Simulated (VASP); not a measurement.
# Bi (R-3m) in VASP: a series of runs

Bi is run at these levels: PBE; tasks: single point.

Everything below comes from runs of VASP 6.6.1. Logs are shortened: lines on timing, memory, paths and dates and some standing lists are left out, and cuts for length are marked.

## (1) The cell of the first run

Symmetry: R-3m, No. 166, trigonal system. The conventional cell has a = 4.535 Å, b = 4.535 Å, c = 11.814 Å, α = 90.00°, β = 90.00°, γ = 120.00°. Within 4.0 Å of Bi (site symmetry 3m) lie 6 Bi at 3.06 to 3.52 Å.

## (2) Single point, PBE

INCAR reads:

```
PREC = Accurate
ENCUT = 500
EDIFF = 1E-6
ISMEAR = -1
SIGMA = 0.1
LREAL = F
LASPH = T
NELM = 120
ALGO = Normal
ISIF = 2
LWAVE = F
LCHARG = F
GGA = PE
NBANDS = 22
GGA_COMPAT = F
```

KPOINTS reads:

```
Automatic mesh
0
Gamma
  6 6 6
```

POSCAR reads:

```
Bi
1.0
    2.2675000000      1.3091417354      3.9380000000
   -2.2675000000      1.3091417354      3.9380000000
    0.0000000000     -2.6182834708      3.9380000000
Bi
2
Direct
    0.2340033333      0.2340033333      0.2340033333
    0.7659966667      0.7659966667      0.7659966667
```

Potentials or basis: VASP PAW PBE potentials, release 64 (Bi_d).

Run with:

```console
$ cat potpaw_PBE.64/Bi_d/POTCAR > POTCAR
$ mpirun -np 1 vasp_std > vasp.out
```

OUTCAR:

```text
PREC = Accurate
   ENCUT = 500
   EDIFF = 1E-6
   ISMEAR = -1
   LREAL = F
   LASPH = T
   NELM = 120
   ISIF = 2
   GGA = PE

 ion  position               nearest neighbor table
   1  0.234  0.234  0.234-   2 3.06   2 3.06   2 3.06   2 3.52   2 3.52   2 3.52
   2  0.766  0.766  0.766-   1 3.06   1 3.06   1 3.06   1 3.52   1 3.52   1 3.52

  LATTYP: Found a trigonal (rhomboedric) cell.
 ALAT       =     4.7289800521
 COS(alpha) =     0.5401781303

  Lattice vectors:

 A1 = (   2.2675000000,   1.3091417354,   3.9380000000)
 A2 = (  -2.2675000000,   1.3091417354,   3.9380000000)
 A3 = (   0.0000000000,  -2.6182834708,   3.9380000000)

Analysis of symmetry for initial positions (statically):
=====================================================================
 Subroutine PRICEL returns:
 Original cell was already a primitive cell.

 Routine SETGRP: Setting up the symmetry group for a
 trigonal (rhombohedral) supercell.

 Subroutine GETGRP returns: Found 12 space group operations
 (whereof 12 operations were pure point group operations)
 out of a pool of 12 trial point group operations.

The static configuration has the point symmetry D_3d.

Analysis of symmetry for dynamics (positions and initial velocities):
=====================================================================
 Subroutine PRICEL returns:
 Original cell was already a primitive cell.

 Routine SETGRP: Setting up the symmetry group for a
 trigonal (rhombohedral) supercell.

 Subroutine GETGRP returns: Found 12 space group operations
 (whereof 12 operations were pure point group operations)
 out of a pool of 12 trial point group operations.

The dynamic configuration has the point symmetry D_3d.

 Subroutine INISYM returns: Found 12 space group operations
 (whereof 12 operations are pure point group operations),
 and found     1 'primitive' translations

----------------------------------------------------------------------------------------

                                     Primitive cell

  volume of cell :      70.1392

  direct lattice vectors                    reciprocal lattice vectors
     2.267500000  1.309141735  3.938000000     0.220507166  0.127309872  0.084645336
    -2.267500000  1.309141735  3.938000000    -0.220507166  0.127309872  0.084645336
     0.000000000 -2.618283471  3.938000000     0.000000000 -0.254619744  0.084645336

  length of vectors
     4.728980052  4.728980052  4.728980052     0.268320791  0.268320791  0.268320791

  position of ions in fractional coordinates (direct lattice)
     0.234003333  0.234003333  0.234003333
     0.765996667  0.765996667  0.765996667

  ion indices of the primitive-cell ions
   primitive index   ion index
                 1           1
                 2           2

----------------------------------------------------------------------------------------

 KPOINTS: Automatic mesh

Automatic generation of k-mesh.
 Grid dimensions read from file:
 generate k-points for:    6    6    6

 Generating k-lattice:

  Cartesian coordinates                     Fractional coordinates (reciprocal lattice)
     0.036751194  0.021218312  0.014107556     0.166666667 -0.000000000  0.000000000
    -0.036751194  0.021218312  0.014107556    -0.000000000  0.166666667  0.000000000
     0.000000000 -0.042436624  0.014107556     0.000000000  0.000000000  0.166666667

  Length of vectors
     0.044720132  0.044720132  0.044720132

  Shift w.r.t. Gamma in fractional coordinates (k-lattice)
     0.000000000  0.000000000  0.000000000

 Subroutine IBZKPT returns following result:
 ===========================================

 Found     32 irreducible k-points:

 Following reciprocal coordinates:
            Coordinates               Weight
  0.000000  0.000000  0.000000      1.000000
  0.166667  0.000000 -0.000000      6.000000
  0.333333  0.000000  0.000000      6.000000
  0.500000  0.000000  0.000000      3.000000
  0.166667  0.166667 -0.000000      6.000000
  0.333333  0.166667  0.000000     12.000000
[... 16 lines left out ...]
  0.500000  0.500000  0.166667      6.000000
 -0.333333  0.500000  0.166667     12.000000
 [... further k-points ...]
   k-points           NKPTS =     32   k-points in BZ     NKDIM =     32   number of bands    NBANDS=     22
   number of dos      NEDOS =    301   number of ions     NIONS =      2
   total plane-waves  NPLWV =  46656
   dimension x,y,z NGX =    36 NGY =   36 NGZ =   36
   dimension x,y,z NGXF=    72 NGYF=   72 NGZF=   72
   ions per type =               2
   NGX,Y,Z   is equivalent  to a cutoff of  12.66, 12.66, 12.66 a.u.
   NGXF,Y,Z  is equivalent  to a cutoff of  25.31, 25.31, 25.31 a.u.
 SYSTEM =  unknown system
   PREC   = accura    normal or accurate (medium, high low for compatibility)
   ISTART =      0    job   : 0-new  1-cont  2-samecut
   ICHARG =      2    charge: 1-file 2-atom 10-const
   ISPIN  =      1    spin polarized calculation?
   LNONCOLLINEAR =      F non collinear calculations
   LSORBIT =      F    spin-orbit coupling
   LASPH  =      T    aspherical Exc in radial PAW
   ENCUT  =  500.0 eV  36.75 Ry    6.06 a.u.   8.62  8.62  8.62*2*pi/ulx,y,z
   NELM   =    120;   NELMIN=  2; NELMDL= -5     # of ELM steps
   EDIFF  = 0.1E-05   stopping-criterion for ELM
   LREAL  =      F    real-space projection
   EDIFFG = 0.1E-04   stopping-criterion for IOM
   NSW    =      0    number of steps for IOM
   IBRION =     -1    ionic relax: 0-MD 1-quasi-New 2-CG
   NFREE  =      0    steps in history (QN), initial steepest desc. (CG)
   ISIF   =      2    stress and relaxation
   ISYM   =      2    0-nonsym 1-usesym 2-fastsym
   POTIM  = 0.5000    time-step for ionic-motion
   TEBEG  =    0.0;   TEEND  =   0.0 temperature during run
   PSTRESS=    0.0 pullay stress
   NELECT =      30.0000    total number of electrons
   NUPDOWN=      -1.0000    fix difference up-down
   EMIN   =  10.00;   EMAX   =-10.00  energy-range for DOS
   EFERMI =   0.00;   METHOD = LEGACY
   ISMEAR =    -1;   SIGMA  =   0.10  broadening in eV -4-tet -1-fermi 0-gaus
   EFERMI_NEDOS =   21; number of points for ismear=-14 and -15
   IALGO  =     38    algorithm
   IMIX   =      4    mixing-type and parameters
     AMIX     =   0.40;   BMIX     =  1.00
     AMIX_MAG =   1.60;   BMIX_MAG =  1.00
  volume/ion in A,a.u.               =      35.07       236.66
  Fermi-wavevector in a.u.,A,eV,Ry     =   1.233469  2.330919 20.700530  1.521446
  Thomas-Fermi vector in A             =   2.368198
   LORBIT       =      0    0 simple, 1 ext, 2 COOP (PROOUT), +10 PAW based schemes
   GGA     = PE    functional components
   LHFCALC =     F    Hartree Fock is set to
   AEXX    =    0.0000 exact exchange contribution
   IVDW    =     0    specifies the selected vdW correction
   LEPSILON=     F    determine dielectric tensor
   LRPA    =     F    only Hartree local field effects (RPA)
 non-spin polarized calculation
  energy-cutoff  :      500.00
  volume of cell :       70.14
 maximum number of plane-waves:      1808
 NGX is ok and might be reduce to    36
   NGX = 17   NGY = 17   NGZ = 17

 number of electron      30.0000004 magnetization

 Free energy of the ion-electron system (eV)
  ---------------------------------------------------
  ext. energy  EPLUGINS =         0.00000000
  ---------------------------------------------------
  free energy    TOTEN  =        -7.78049501 eV

  energy without entropy =       -7.77068654  energy(sigma->0) =       -7.77559077

 E-fermi :   6.3908     XC(G=0):  -9.5460

 val. band max:        6.2661699424   @ k =  -0.3333   0.5000   0.3333
 cond. band min:       6.9022549529   @ k =   0.3333   0.1667   0.1667
 fundamental gap:      0.6360850105
 Fermi energy:         6.3907887646

 k-point     1 :       0.0000    0.0000    0.0000
  band No.  band energies     occupation
      1     -16.5609      2.00000
      2     -16.5609      2.00000
      3     -16.4085      2.00000
      4     -16.4085      2.00000
      5     -16.3920      2.00000
      6     -16.2220      2.00000
[... 14 lines left out ...]
     21      12.1626      0.00000
     22      12.4949      0.00000

 k-point     2 :       0.1667    0.0000   -0.0000
  band No.  band energies     occupation
      1     -16.5412      2.00000
      2     -16.5353      2.00000
      3     -16.4000      2.00000
      4     -16.3931      2.00000
      5     -16.3782      2.00000
      6     -16.2354      2.00000
[... 14 lines left out ...]
     21      12.5051      0.00000
     22      14.3205      0.00000

 k-point     3 :       0.3333    0.0000    0.0000
  band No.  band energies     occupation
      1     -16.4936      2.00000
      2     -16.4659      2.00000
      3     -16.3828      2.00000
      4     -16.3532      2.00000
      5     -16.3389      2.00000
      6     -16.2793      2.00000
[... 14 lines left out ...]
     21      13.8892      0.00000
     22      16.7025      0.00000

 k-point     4 :       0.5000    0.0000    0.0000
  band No.  band energies     occupation
      1     -16.4623      2.00000
      2     -16.3926      2.00000
      3     -16.3719      2.00000
      4     -16.3508      2.00000
      5     -16.3128      2.00000
      6     -16.2974      2.00000
[... 14 lines left out ...]
     21      15.4665      0.00000
     22      15.7209      0.00000

 k-point     5 :       0.1667    0.1667   -0.0000
  band No.  band energies     occupation
      1     -16.5576      2.00000
      2     -16.5101      2.00000
      3     -16.4083      2.00000
      4     -16.3855      2.00000
      5     -16.3719      2.00000
      6     -16.2408      2.00000
[... 14 lines left out ...]
     21      13.2026      0.00000
     22      13.3724      0.00000

 k-point     6 :       0.3333    0.1667    0.0000
  band No.  band energies     occupation
      1     -16.5334      2.00000
      2     -16.4550      2.00000
      3     -16.3947      2.00000
      4     -16.3670      2.00000
      5     -16.3388      2.00000
      6     -16.2745      2.00000
[... 14 lines left out ...]
     21      14.3970      0.00000
     22      15.2721      0.00000

 k-point     7 :       0.5000    0.1667    0.0000
  band No.  band energies     occupation
      1     -16.4905      2.00000
      2     -16.4034      2.00000
      3     -16.3641      2.00000
      4     -16.3504      2.00000
      5     -16.3213      2.00000
      6     -16.2960      2.00000
[... 324 lines left out ...]
      6     -16.2732      2.00000
[... 14 lines left out ...]
     21      14.7866      0.00000
     22      15.4115      0.00000

 k-point    21 :      -0.3333    0.3333    0.1667
  band No.  band energies     occupation
      1     -16.4980      2.00000
      2     -16.4245      2.00000
      3     -16.3747      2.00000
      4     -16.3505      2.00000
      5     -16.3087      2.00000
      6     -16.2959      2.00000
[... 14 lines left out ...]
     21      16.1330      0.00000
     22      16.3966      0.00000

 k-point    22 :      -0.1667    0.3333    0.1667
  band No.  band energies     occupation
      1     -16.5215      2.00000
      2     -16.3977      2.00000
      3     -16.3831      2.00000
      4     -16.3461      2.00000
      5     -16.3226      2.00000
      6     -16.2951      2.00000
[... 14 lines left out ...]
     21      14.8662      0.00000
     22      15.5589      0.00000

 k-point    23 :       0.5000    0.5000    0.1667
  band No.  band energies     occupation
      1     -16.5309      2.00000
      2     -16.4307      2.00000
      3     -16.4065      2.00000
      4     -16.3354      2.00000
      5     -16.3263      2.00000
      6     -16.2766      2.00000
[... 14 lines left out ...]
     21      15.7346      0.00000
     22      16.6374      0.00000

 k-point    24 :      -0.3333    0.5000    0.1667
  band No.  band energies     occupation
      1     -16.5193      2.00000
      2     -16.4251      2.00000
      3     -16.3920      2.00000
      4     -16.3420      2.00000
      5     -16.3055      2.00000
      6     -16.2940      2.00000
[... 14 lines left out ...]
     21      16.3413      0.00000
     22      16.7053      0.00000

 [... further k-points ...]

------------------------ aborting loop because EDIFF is reached ----------------------------------------

  FORCE on cell =-STRESS in cart. coord.  units (eV):
  Direction    XX          YY          ZZ          XY          YZ          ZX
  --------------------------------------------------------------------------------------
  -------------------------------------------------------------------------------------
  Total        0.9146055      0.9146055      0.9497886      0.0000000     -0.0000000      0.0000000
  in kB       20.8921669     20.8921669     21.6958475      0.0000000     -0.0000000      0.0000000
  external PRESSURE =      21.1600604 kB  Pullay stress =       0.0000000 kB

 VOLUME and BASIS-vectors are now :
 -----------------------------------------------------------------------------
  energy-cutoff  :      500.00
  volume of cell :       70.14
      direct lattice vectors                 reciprocal lattice vectors
     2.267500000  1.309141735  3.938000000     0.220507166  0.127309872  0.084645336
    -2.267500000  1.309141735  3.938000000    -0.220507166  0.127309872  0.084645336
     0.000000000 -2.618283471  3.938000000     0.000000000 -0.254619744  0.084645336

 POSITION                                       TOTAL-FORCE (eV/Angst)
 -----------------------------------------------------------------------------------
      0.00000      0.00000      2.76452         0.000000      0.000000      0.127117
      0.00000      0.00000      9.04948         0.000000     -0.000000     -0.127117
 -----------------------------------------------------------------------------------
    total drift:                                0.000000     -0.000000      0.000000

  FREE ENERGIE OF THE ION-ELECTRON SYSTEM (eV)
  ---------------------------------------------------
  free  energy   TOTEN  =        -7.7804950063 eV

  energy  without entropy=       -7.7706865411  energy(sigma->0) =       -7.77559077
```

Run time: 30 s. Hardware: 1 thread of Intel Xeon Platinum 8488C (Sapphire Rapids), shared host; peak memory 0.21 GiB.

What came out:

* Free energy: -7.7805 eV
* Pressure: 2.1 GPa
* Largest force: 0.127 eV/Å
* Band gap on the k mesh: zero (bands 15 and 16 overlap by 0.14 eV)

Forces on the atoms (eV/Å):
```
Bi   0.000  0.000  0.127
Bi   0.000  0.000 -0.127
```

Levels at points of the mesh, in eV from the Fermi level:
```csv
k point,band 12,band 13,band 14,band 15,band 16,band 17,band 18,band 19
"(0.00, 0.00, 0.00)",-7.46,-1.49,-1.23,-1.23,2.49,2.96,2.96,5.64
"(0.50, 0.00, 0.00)",-10.55,-1.34,-1.20,-0.27,-0.27,0.52,1.01,7.51
"(0.50, 0.50, 0.00)",-9.47,-4.72,-3.04,-2.93,2.34,4.96,5.44,6.81
"(0.50, 0.50, 0.50)",-9.94,-0.94,-0.62,-0.62,0.67,0.67,0.73,7.01
```

Caveat: spin-orbit coupling is left out, which moves the levels of the heavy elements.

(Part 1 of 2 ends here.)

The gap in the log of VASP goes by the Fermi energy; the results here count the filled bands.